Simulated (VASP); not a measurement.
# HgTe (R3m) in VASP: further runs

The runs below take HgTe through single point, with PBEsol.

Everything below comes from runs of VASP 6.6.1. Logs are shortened: lines on timing, memory, paths and dates and some standing lists are left out, and cuts for length are marked.

### 1 The cell of the first run

It takes space group R3m (No. 160, trigonal). The conventional cell has a = 4.559 Å, b = 4.559 Å, c = 11.167 Å, α = 90.00°, β = 90.00°, γ = 120.00°. Hg (site symmetry 3m) has 4 Te at 2.74 to 2.81 Å within 3.6 Å. Within 3.6 Å of Te (site symmetry 3m) lie 4 Hg at 2.74 to 2.81 Å.

### 2 Single point, PBEsol

File INCAR:

```
SYSTEM = HgTe
ALGO = Normal
EDIFF = 1E-7
ENCUT = 520
GGA = PS
ISIF = 2
ISMEAR = 0
LASPH = .True.
LCHARG = .False.
LREAL = .False.
LWAVE = .False.
NBANDS = 16
NELM = 80
PREC = Accurate
SIGMA = 0.15
```

File KPOINTS:

```
k-points
0
Gamma
  14 14 14
  0 0 0
```

File POSCAR:

```
HgTe
1.0
    0.0000000000      3.2235000000      3.2235000000
    3.2235000000      0.0000000000      3.2235000000
    3.2235000000      3.2235000000      0.0000000000
Hg Te
1 1
Direct
   -0.0044776661     -0.0044776661     -0.0044776661
    0.7500000000      0.7500000000      0.7500000000
```

Potentials or basis: VASP PAW PBE potentials, release 64 (Hg, Te).

The run is started by

```
cat potpaw_PBE.64/Hg/POTCAR potpaw_PBE.64/Te/POTCAR > POTCAR
mpirun -np 1 vasp_std > vasp.out
```

OUTCAR:

```text
SYSTEM = HgTe
   EDIFF = 1E-7
   ENCUT = 520
   GGA = PS
   ISIF = 2
   ISMEAR = 0
   LASPH = .True.
   LREAL = .False.
   NELM = 80
   PREC = Accurate

 ion  position               nearest neighbor table
   1  0.996  0.996  0.996-   2 2.74   2 2.81   2 2.81   2 2.81
   2  0.750  0.750  0.750-   1 2.74   1 2.81   1 2.81   1 2.81

  LATTYP: Found a face centered cubic cell.
 ALAT       =     6.4470000000

  Lattice vectors:

 A1 = (   0.0000000000,   3.2235000000,   3.2235000000)
 A2 = (   3.2235000000,   0.0000000000,   3.2235000000)
 A3 = (   3.2235000000,   3.2235000000,   0.0000000000)

Analysis of symmetry for initial positions (statically):
=====================================================================
 Subroutine PRICEL returns:
 Original cell was already a primitive cell.

 Routine SETGRP: Setting up the symmetry group for a
 face centered cubic supercell.

 Subroutine GETGRP returns: Found  6 space group operations
 (whereof  6 operations were pure point group operations)
 out of a pool of 48 trial point group operations.

The static configuration has the point symmetry C_3v.

Analysis of symmetry for dynamics (positions and initial velocities):
=====================================================================
 Subroutine PRICEL returns:
 Original cell was already a primitive cell.

 Routine SETGRP: Setting up the symmetry group for a
 face centered cubic supercell.

 Subroutine GETGRP returns: Found  6 space group operations
 (whereof  6 operations were pure point group operations)
 out of a pool of 48 trial point group operations.

The dynamic configuration has the point symmetry C_3v.

 Subroutine INISYM returns: Found  6 space group operations
 (whereof  6 operations are pure point group operations),
 and found     1 'primitive' translations

----------------------------------------------------------------------------------------

                                     Primitive cell

  volume of cell :      66.9905

  direct lattice vectors                    reciprocal lattice vectors
     0.000000000  3.223500000  3.223500000    -0.155110904  0.155110904  0.155110904
     3.223500000  0.000000000  3.223500000     0.155110904 -0.155110904  0.155110904
     3.223500000  3.223500000  0.000000000     0.155110904  0.155110904 -0.155110904

  length of vectors
     4.558717418  4.558717418  4.558717418     0.268659967  0.268659967  0.268659967

  position of ions in fractional coordinates (direct lattice)
     0.995522334  0.995522334  0.995522334
     0.750000000  0.750000000  0.750000000

  ion indices of the primitive-cell ions
   primitive index   ion index
                 1           1
                 2           2

----------------------------------------------------------------------------------------

 KPOINTS: k-points

Automatic generation of k-mesh.
 Grid dimensions read from file:
 generate k-points for:   14   14   14

 Generating k-lattice:

  Cartesian coordinates                     Fractional coordinates (reciprocal lattice)
    -0.011079350  0.011079350  0.011079350     0.071428571  0.000000000  0.000000000
     0.011079350 -0.011079350  0.011079350     0.000000000  0.071428571  0.000000000
     0.011079350  0.011079350 -0.011079350     0.000000000  0.000000000  0.071428571

  Length of vectors
     0.019189998  0.019189998  0.019189998

  Shift w.r.t. Gamma in fractional coordinates (k-lattice)
     0.000000000  0.000000000  0.000000000

 Subroutine IBZKPT returns following result:
 ===========================================

 Found    288 irreducible k-points:

 Following reciprocal coordinates:
            Coordinates               Weight
  0.000000  0.000000  0.000000      1.000000
  0.071429  0.000000  0.000000      6.000000
  0.071429  0.071429  0.071429      2.000000
  0.142857  0.000000  0.000000      6.000000
  0.142857  0.142857  0.142857      2.000000
  0.214286  0.000000  0.000000      6.000000
[... 16 lines left out ...]
  0.285714  0.071429  0.000000     12.000000
  0.071429  0.071429 -0.214286      6.000000
 [... further k-points ...]
   k-points           NKPTS =    288   k-points in BZ     NKDIM =    288   number of bands    NBANDS=     16
   number of dos      NEDOS =    301   number of ions     NIONS =      2
   total plane-waves  NPLWV =  46656
   dimension x,y,z NGX =    36 NGY =   36 NGZ =   36
   dimension x,y,z NGXF=    72 NGYF=   72 NGZF=   72
   ions per type =               1   1
   NGX,Y,Z   is equivalent  to a cutoff of  13.13, 13.13, 13.13 a.u.
   NGXF,Y,Z  is equivalent  to a cutoff of  26.26, 26.26, 26.26 a.u.
 SYSTEM =  HgTe
   PREC   = accura    normal or accurate (medium, high low for compatibility)
   ISTART =      0    job   : 0-new  1-cont  2-samecut
   ICHARG =      2    charge: 1-file 2-atom 10-const
   ISPIN  =      1    spin polarized calculation?
   LNONCOLLINEAR =      F non collinear calculations
   LSORBIT =      F    spin-orbit coupling
   LASPH  =      T    aspherical Exc in radial PAW
   ENCUT  =  520.0 eV  38.22 Ry    6.18 a.u.   8.48  8.48  8.48*2*pi/ulx,y,z
   NELM   =     80;   NELMIN=  2; NELMDL= -5     # of ELM steps
   EDIFF  = 0.1E-06   stopping-criterion for ELM
   LREAL  =      F    real-space projection
   EDIFFG = 0.1E-05   stopping-criterion for IOM
   NSW    =      0    number of steps for IOM
   IBRION =     -1    ionic relax: 0-MD 1-quasi-New 2-CG
   NFREE  =      0    steps in history (QN), initial steepest desc. (CG)
   ISIF   =      2    stress and relaxation
   ISYM   =      2    0-nonsym 1-usesym 2-fastsym
   POTIM  = 0.5000    time-step for ionic-motion
   TEBEG  =    0.0;   TEEND  =   0.0 temperature during run
   PSTRESS=    0.0 pullay stress
   NELECT =      18.0000    total number of electrons
   NUPDOWN=      -1.0000    fix difference up-down
   EMIN   =  10.00;   EMAX   =-10.00  energy-range for DOS
   EFERMI =   0.00;   METHOD = LEGACY
   ISMEAR =     0;   SIGMA  =   0.15  broadening in eV -4-tet -1-fermi 0-gaus
   EFERMI_NEDOS =   21; number of points for ismear=-14 and -15
   IALGO  =     38    algorithm
   IMIX   =      4    mixing-type and parameters
     AMIX     =   0.40;   BMIX     =  1.00
     AMIX_MAG =   1.60;   BMIX_MAG =  1.00
  volume/ion in A,a.u.               =      33.50       226.04
  Fermi-wavevector in a.u.,A,eV,Ry     =   1.056399  1.996305 15.183815  1.115979
  Thomas-Fermi vector in A             =   2.191633
   LORBIT       =      0    0 simple, 1 ext, 2 COOP (PROOUT), +10 PAW based schemes
   GGA     = PS    functional components
   LHFCALC =     F    Hartree Fock is set to
   AEXX    =    0.0000 exact exchange contribution
   IVDW    =     0    specifies the selected vdW correction
   LEPSILON=     F    determine dielectric tensor
   LRPA    =     F    only Hartree local field effects (RPA)
 non-spin polarized calculation
 Gauss-broadening in eV      SIGMA  =   0.15
  energy-cutoff  :      520.00
  volume of cell :       66.99
 maximum number of plane-waves:      1829
 NGX is ok and might be reduce to    36
   NGX = 17   NGY = 17   NGZ = 17

 number of electron      18.0000000 magnetization

 Free energy of the ion-electron system (eV)
  ---------------------------------------------------
  ext. energy  EPLUGINS =         0.00000000
  ---------------------------------------------------
  free energy    TOTEN  =        -4.36242731 eV

  energy without entropy =       -4.36220529  energy(sigma->0) =       -4.36231630

 E-fermi :   3.1701     XC(G=0):  -8.9739

 val. band max:        3.0503474921   @ k =   0.0000   0.0000   0.0000
 cond. band min:       3.3859169990   @ k =   0.0714   0.0714   0.0714
 fundamental gap:      0.3355695069
 Fermi energy:         3.1701310170

 k-point     1 :       0.0000    0.0000    0.0000
  band No.  band energies     occupation
      1      -9.0492      2.00000
      2      -4.4108      2.00000
      3      -4.3349      2.00000
      4      -4.3349      2.00000
      5      -3.8131      2.00000
      6      -3.8131      2.00000
[... 8 lines left out ...]
     15      12.5639      0.00000
     16      12.5639      0.00000

 k-point     2 :       0.0714    0.0000    0.0000
  band No.  band energies     occupation
      1      -9.0230      2.00000
      2      -4.4032      2.00000
      3      -4.3285      2.00000
      4      -4.3265      2.00000
      5      -3.8142      2.00000
      6      -3.8135      2.00000
[... 8 lines left out ...]
     15      12.0538      0.00000
     16      12.0675      0.00000

 k-point     3 :       0.0714    0.0714    0.0714
  band No.  band energies     occupation
      1      -9.0217      2.00000
      2      -4.4036      2.00000
      3      -4.3262      2.00000
      4      -4.3262      2.00000
      5      -3.8147      2.00000
      6      -3.8147      2.00000
[... 8 lines left out ...]
     15      12.0487      0.00000
     16      12.0487      0.00000

 k-point     4 :       0.1429    0.0000    0.0000
  band No.  band energies     occupation
      1      -8.9484      2.00000
      2      -4.3812      2.00000
      3      -4.3113      2.00000
      4      -4.2971      2.00000
      5      -3.8164      2.00000
      6      -3.8136      2.00000
[... 8 lines left out ...]
     15      11.6297      0.00000
     16      11.6323      0.00000
[... 324 lines left out ...]
 k-point    22 :       0.2143    0.1429    0.2143
  band No.  band energies     occupation
      1      -8.8479      2.00000
      2      -4.3355      2.00000
      3      -4.2837      2.00000
      4      -4.2630      2.00000
      5      -3.8314      2.00000
      6      -3.8097      2.00000
[... 8 lines left out ...]
     15      11.2494      0.00000
     16      11.9475      0.00000

 k-point    23 :       0.2857    0.0714    0.0000
  band No.  band energies     occupation
      1      -8.7318      2.00000
      2      -4.3163      2.00000
      3      -4.2686      2.00000
      4      -4.1547      2.00000
      5      -3.8234      2.00000
      6      -3.8001      2.00000
[... 8 lines left out ...]
     15      11.3535      0.00000
     16      11.9983      0.00000

 k-point    24 :       0.0714    0.0714   -0.2143
  band No.  band energies     occupation
      1      -8.7342      2.00000
      2      -4.3300      2.00000
      3      -4.2560      2.00000
      4      -4.1624      2.00000
      5      -3.8233      2.00000
      6      -3.7935      2.00000
[... 8 lines left out ...]
     15      11.3719      0.00000
     16      12.0287      0.00000

 [... further k-points ...]

------------------------ aborting loop because EDIFF is reached ----------------------------------------

  FORCE on cell =-STRESS in cart. coord.  units (eV):
  Direction    XX          YY          ZZ          XY          YZ          ZX
  --------------------------------------------------------------------------------------
  -------------------------------------------------------------------------------------
  Total        0.6188335      0.6188335      0.6188335      0.1922038      0.1922038      0.1922038
  in kB       14.8003284     14.8003284     14.8003284      4.5968419      4.5968419      4.5968419
  external PRESSURE =      14.8003284 kB  Pullay stress =       0.0000000 kB

 VOLUME and BASIS-vectors are now :
 -----------------------------------------------------------------------------
  energy-cutoff  :      520.00
  volume of cell :       66.99
      direct lattice vectors                 reciprocal lattice vectors
     0.000000000  3.223500000  3.223500000    -0.155110904  0.155110904  0.155110904
     3.223500000  0.000000000  3.223500000     0.155110904 -0.155110904  0.155110904
     3.223500000  3.223500000  0.000000000     0.155110904  0.155110904 -0.155110904

 POSITION                                       TOTAL-FORCE (eV/Angst)
 -----------------------------------------------------------------------------------
      6.41813      6.41813      6.41813         0.129840      0.129840      0.129840
      4.83525      4.83525      4.83525        -0.129840     -0.129840     -0.129840
 -----------------------------------------------------------------------------------
    total drift:                               -0.000029     -0.000029     -0.000029

  FREE ENERGIE OF THE ION-ELECTRON SYSTEM (eV)
  ---------------------------------------------------
  free  energy   TOTEN  =        -4.3624273081 eV

  energy  without entropy=       -4.3622052889  energy(sigma->0) =       -4.36231630
```

Wall time 4.1 min (1 thread of Intel Xeon Platinum 8488C (Sapphire Rapids), shared host); peak memory 0.45 GiB.

What came out:

```yaml
Free_energy: -4.3624 eV
Pressure: 1.5 GPa
Largest_force: 0.225 eV/Å
Band_gap_on_the_k_mesh: zero (filled and empty bands touch)
```

Forces on the atoms (eV/Å):
```
Hg   0.130  0.130  0.130
Te  -0.130 -0.130 -0.130
```

Levels at points of the mesh, in eV from the Fermi level:
| k point | band 5 | band 6 | band 7 | band 8 | band 9 | band 10 | band 11 | band 12 | band 13 | band 14 |
| --- | --- | --- | --- | --- | --- | --- | --- | --- | --- | --- |
| (0.00, 0.00, 0.00) | -6.98 | -6.98 | -0.92 | -0.16 | -0.12 | -0.12 | 4.01 | 4.01 | 4.08 | 6.17 |
| (0.50, 0.00, 0.00) | -6.95 | -6.66 | -5.68 | -1.20 | -1.06 | 0.47 | 4.71 | 4.94 | 6.57 | 7.66 |
| (0.50, 0.50, 0.50) | -6.97 | -6.73 | -5.84 | -1.18 | -1.18 | 0.61 | 4.88 | 4.88 | 6.65 | 7.64 |
| (0.50, 0.50, 0.00) | -6.92 | -6.53 | -5.65 | -2.46 | -2.46 | 1.70 | 2.23 | 8.00 | 8.67 | 8.76 |

Caveat: the cell differs from its parent crystal (all Hg atoms moved +0.050 Å, as atom 1 towards its neighbour atom 2 (Te) at 2.792 Å); the PAW data sets were made with another functional, which shifts forces and pressure a little; spin-orbit coupling is left out, which moves the levels of the heavy elements.

### 3 Single point, PBEsol

File INCAR:

```
  PREC = Accurate
  ENCUT = 520
  EDIFF = 1E-6
  ISMEAR = 0
  SIGMA = 0.15
  LREAL = F
  LASPH = T
  NELM = 80
  ALGO = Normal
  ISIF = 2
  LWAVE = F
  LCHARG = T
  GGA = PS
  LELF = T
  LVHAR = T
  NBANDS = 16
```

File KPOINTS:

```
Automatic mesh
0
Gamma
  14 14 14
```

POSCAR, as its differences from that of step 2:

```diff
@@ -8,3 +8,3 @@
 Direct
-   -0.0044776661     -0.0044776661     -0.0044776661
+    0.0022388331      0.0022388331      0.0022388331
     0.7500000000      0.7500000000      0.7500000000
```

Potentials or basis: VASP PAW PBE potentials, release 64 (Hg, Te).

The run is started by

```
cat potpaw_PBE.64/Hg/POTCAR potpaw_PBE.64/Te/POTCAR > POTCAR
mpirun -np 1 vasp_std > vasp.out
```

It took 3.9 min on 1 thread of Intel Xeon Platinum 8488C (Sapphire Rapids), shared host; peak memory 0.45 GiB.

The run converged. Its results:

```
Free energy   : -4.3666 eV
Pressure      : 1.4 GPa
Largest force : 0.094 eV/Å
```

Forces in eV/Å, atoms in the order of the input:
```
Hg  -0.055 -0.055 -0.055
Te   0.055  0.055  0.055
```

Stress tensor (GPa, compression positive):
```
 1.44 -0.20 -0.20
-0.20  1.44 -0.20
-0.20 -0.20  1.44
```

Levels at points of the mesh, in eV from the Fermi level:
```tsv
k point	band 6	band 7	band 8	band 9	band 10	band 11	band 12	band 13
(0.00, 0.00, 0.00)	-6.98	-0.92	-0.14	-0.14	-0.12	4.02	4.05	4.05
(0.50, 0.00, 0.00)	-6.68	-5.74	-1.18	-1.12	0.52	4.79	4.91	6.60
(0.50, 0.50, 0.50)	-6.65	-5.66	-1.12	-1.12	0.45	4.82	4.82	6.56
(0.50, 0.50, 0.00)	-6.52	-5.64	-2.46	-2.46	1.70	2.23	8.00	8.70
```

Caveat: the cell differs from its parent crystal (all Hg atoms moved -0.025 Å, as atom 1 towards its neighbour atom 2 (Te) at 2.792 Å); the PAW data sets were made with another functional, which shifts forces and pressure a little; spin-orbit coupling is left out, which moves the levels of the heavy elements.
